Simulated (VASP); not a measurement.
# CaO (P1) in VASP: single point with r2SCAN

Aim: the single point of CaO with r2SCAN.

All numbers are computed with VASP 6.6.1; they aren't measurements. Logs are shortened: lines on timing, memory, paths and dates and some standing lists are left out, and cuts for length are marked.

## (1) The cell of the first run

The typed cell holds 2 atoms: a = 3.386 Å, b = 3.447 Å, c = 3.367 Å, α = 59.79°, β = 59.09°, γ = 59.17°.

## (2) Single point, r2SCAN (atoms moved at random and the cell strained at random)

Input file POSCAR:

```
CaO
1.0
    0.0389885155      2.3811802279      2.4068143279
    2.4227138004     -0.0062111156      2.4520139590
    2.3789278414      2.3825939001      0.0375748433
Ca O
1 1
Direct
    0.4630442356      0.5207657224      0.5032164556
    0.0369557644     -0.0207657224     -0.0032164556
```

Input file INCAR.step1:

```
SYSTEM = CaO
PREC = Accurate ; ENCUT = 520
ISMEAR = 0 ; SIGMA = 0.05
LREAL = .FALSE. ; LASPH = .TRUE.
NELM = 100 ; NBANDS = 15
GGA = PE ; ALGO = Normal
EDIFF = 1E-4 ; LWAVE = .TRUE.
LCHARG = .FALSE.
```

Input file INCAR.step2:

```
SYSTEM = CaO
PREC = Accurate ; ENCUT = 520
EDIFF = 1E-6 ; ISMEAR = 0
SIGMA = 0.05 ; LREAL = .FALSE.
LASPH = .TRUE. ; NELM = 100
ALGO = Normal ; ISIF = 2
LWAVE = .FALSE. ; LCHARG = .TRUE.
METAGGA = R2SCAN ; LMIXTAU = .TRUE.
LELF = .TRUE. ; LVHAR = .TRUE.
NBANDS = 15 ; ISTART = 1
```

Input file KPOINTS:

```
Automatic mesh
0
G
  8 8 8
  0 0 0
```

Potentials or basis: VASP PAW PBE potentials, release 64 (Ca_sv, O).

Started as:

```console
$ cat potpaw_PBE.64/Ca_sv/POTCAR potpaw_PBE.64/O/POTCAR > POTCAR
$ cp INCAR.step1 INCAR
$ mpirun -np 1 vasp_std > vasp.out
$ cp INCAR.step2 INCAR
$ mpirun -np 1 vasp_std > vasp.out
```

OUTCAR:

```text
SYSTEM = CaO
   PREC = Accurate
   ENCUT = 520
   EDIFF = 1E-6
   ISMEAR = 0
   LREAL = .FALSE.
   LASPH = .TRUE.
   NELM = 100
   ISIF = 2
   METAGGA = R2SCAN
   ISTART = 1

 ion  position               nearest neighbor table
   1  0.463  0.521  0.503-   2 2.23   2 2.28   2 2.35   2 2.49   2 2.50   2 2.55
   2  0.037  0.979  0.997-   1 2.23   1 2.28   1 2.35   1 2.49   1 2.50   1 2.55

  LATTYP: Found a triclinic cell.
 ALAT       =     3.3967370897
 B/A-ratio  =     1.4042870037
 C/A-ratio  =     0.9803399369
 COS(alpha) =     0.0008551073
 COS(beta)  =     0.4969773394
 COS(gamma) =     0.7044125546

  Lattice vectors:

 A1 = (  -0.0437859590,   2.3888050157,  -2.4144391157)
 A2 = (  -0.0047974435,   4.7699852436,  -0.0076247878)
 A3 = (   2.3399393259,   0.0014136722,  -2.3692394846)

Analysis of symmetry for initial positions (statically):
=====================================================================
 Subroutine PRICEL returns:
 Original cell was already a primitive cell.

 Routine SETGRP: Setting up the symmetry group for a
 triclinic supercell.

 Subroutine GETGRP returns: Found  1 space group operations
 (whereof  1 operations were pure point group operations)
 out of a pool of  2 trial point group operations.

The static configuration has the point symmetry C_1 .

Analysis of symmetry for dynamics (positions and initial velocities):
=====================================================================
 Subroutine PRICEL returns:
 Original cell was already a primitive cell.

 Routine SETGRP: Setting up the symmetry group for a
 triclinic supercell.

 Subroutine GETGRP returns: Found  1 space group operations
 (whereof  1 operations were pure point group operations)
 out of a pool of  2 trial point group operations.

The dynamic configuration has the point symmetry C_1 .

 Subroutine INISYM returns: Found  1 space group operations
 (whereof  1 operations are pure point group operations),
 and found     1 'primitive' translations

----------------------------------------------------------------------------------------

                                     Primitive cell

  volume of cell :      27.3738

  direct lattice vectors                    reciprocal lattice vectors
     0.038988516  2.381180228  2.406814328    -0.213430006  0.209767535  0.211410995
     2.422713800 -0.006211116  2.452013959     0.206218792 -0.209111485  0.203543732
     2.378927841  2.382593900  0.037574843     0.213840957  0.209522436 -0.210754946

  length of vectors
[... 93 lines left out ...]
   NELECT =      16.0000    total number of electrons
   NUPDOWN=      -1.0000    fix difference up-down
   EMIN   =  10.00;   EMAX   =-10.00  energy-range for DOS
   EFERMI =   0.00;   METHOD = LEGACY
   ISMEAR =     0;   SIGMA  =   0.05  broadening in eV -4-tet -1-fermi 0-gaus
   EFERMI_NEDOS =   21; number of points for ismear=-14 and -15
   IALGO  =     38    algorithm
   IMIX   =      4    mixing-type and parameters
     AMIX     =   0.40;   BMIX     =  1.00
     AMIX_MAG =   1.60;   BMIX_MAG =  1.00
  volume/ion in A,a.u.               =      13.69        92.36
  Fermi-wavevector in a.u.,A,eV,Ry     =   1.368789  2.586636 25.491653  1.873584
  Thomas-Fermi vector in A             =   2.494722
   LORBIT       =      0    0 simple, 1 ext, 2 COOP (PROOUT), +10 PAW based schemes
   METAGGA = R2SCAN    functional components
   LHFCALC =     F    Hartree Fock is set to
   AEXX    =    0.0000 exact exchange contribution
   IVDW    =     0    specifies the selected vdW correction
   LEPSILON=     F    determine dielectric tensor
   LRPA    =     F    only Hartree local field effects (RPA)
 non-spin polarized calculation
 Gauss-broadening in eV      SIGMA  =   0.05
  energy-cutoff  :      520.00
  volume of cell :       27.37
 maximum number of plane-waves:       752
 NGX is ok and might be reduce to    28
   NGX = 13   NGY = 13   NGZ = 13

 number of electron      15.9999999 magnetization

 Free energy of the ion-electron system (eV)
  ---------------------------------------------------
  ext. energy  EPLUGINS =         0.00000000
  ---------------------------------------------------
  free energy    TOTEN  =       -19.35126074 eV

  energy without entropy =      -19.35126074  energy(sigma->0) =      -19.35126074

 E-fermi :   2.3166     XC(G=0): -11.1346

 val. band max:        2.0170514290   @ k =   0.0000   0.0000   0.0000
 cond. band min:       6.4367967921   @ k =   0.5000  -0.0000   0.5000
 fundamental gap:      4.4197453631
 Fermi energy:         2.3165949894

 k-point     1 :       0.0000    0.0000    0.0000
  band No.  band energies     occupation
      1     -36.8595      2.00000
      2     -16.8057      2.00000
      3     -16.7470      2.00000
      4     -16.7397      2.00000
      5     -14.3702      2.00000
      6       1.8912      2.00000
      7       1.9626      2.00000
      8       2.0171      2.00000
      9       7.5538      0.00000
     10       8.9383      0.00000
     11       9.0679      0.00000
     12       9.4130      0.00000
     13      10.7015      0.00000
     14      10.9162      0.00000
[... 401 lines left out ...]
      2     -17.5280      2.00000
      3     -16.9608      2.00000
      4     -16.8848      2.00000
      5     -13.6895      2.00000
      6       0.3425      2.00000
      7       1.3870      2.00000
      8       1.5896      2.00000
      9       7.5983      0.00000
     10      10.2939      0.00000
     11      11.2092      0.00000
     12      11.3456      0.00000
     13      12.0845      0.00000
     14      13.5440      0.00000
     15      19.2984      0.00000

 [... further k-points ...]

------------------------ aborting loop because EDIFF is reached ----------------------------------------

  FORCE on cell =-STRESS in cart. coord.  units (eV):
  Direction    XX          YY          ZZ          XY          YZ          ZX
  --------------------------------------------------------------------------------------
  -------------------------------------------------------------------------------------
  Total        0.7611094      1.1133350      0.1555155      0.1566254     -0.0367113     -0.3946275
  in kB       44.5474468     65.1630789      9.1022622      9.1672233     -2.1486996    -23.0974010
  external PRESSURE =      39.6042627 kB  Pullay stress =       0.0000000 kB

 VOLUME and BASIS-vectors are now :
 -----------------------------------------------------------------------------
  energy-cutoff  :      520.00
  volume of cell :       27.37
      direct lattice vectors                 reciprocal lattice vectors
     0.038988516  2.381180228  2.406814328    -0.213430006  0.209767535  0.211410995
     2.422713800 -0.006211116  2.452013959     0.206218792 -0.209111485  0.203543732
     2.378927841  2.382593900  0.037574843     0.213840957  0.209522436 -0.210754946

 POSITION                                       TOTAL-FORCE (eV/Angst)
 -----------------------------------------------------------------------------------
      2.47684      2.29832      2.41029        -0.463282      0.720323      0.225926
      4.74512      2.45685      2.52750         0.463282     -0.720323     -0.225926
 -----------------------------------------------------------------------------------
    total drift:                                0.000605     -0.001235     -0.000703

  FREE ENERGIE OF THE ION-ELECTRON SYSTEM (eV)
  ---------------------------------------------------
  free  energy   TOTEN  =       -19.3512607394 eV

  energy  without entropy=      -19.3512607394  energy(sigma->0) =      -19.35126074
```

It took 12 min on 1 thread of Intel Xeon 8259CL, shared host; peak memory 0.25 GiB.

What came out:

```yaml
Free_energy: -19.3513 eV
Pressure: 4.0 GPa
Largest_force: 0.886 eV/Å
Band_gap_on_the_k_mesh: 4.42 eV, indirect (least direct gap 4.74 eV)
```

Forces in eV/Å, atoms in the order of the input:
```
Ca  -0.463  0.720  0.226
O    0.463 -0.720 -0.226
```

Caveat: the cell differs from its parent crystal (atoms moved at random and the cell strained at random); the PAW data sets were made with another functional, which shifts forces and pressure a little.
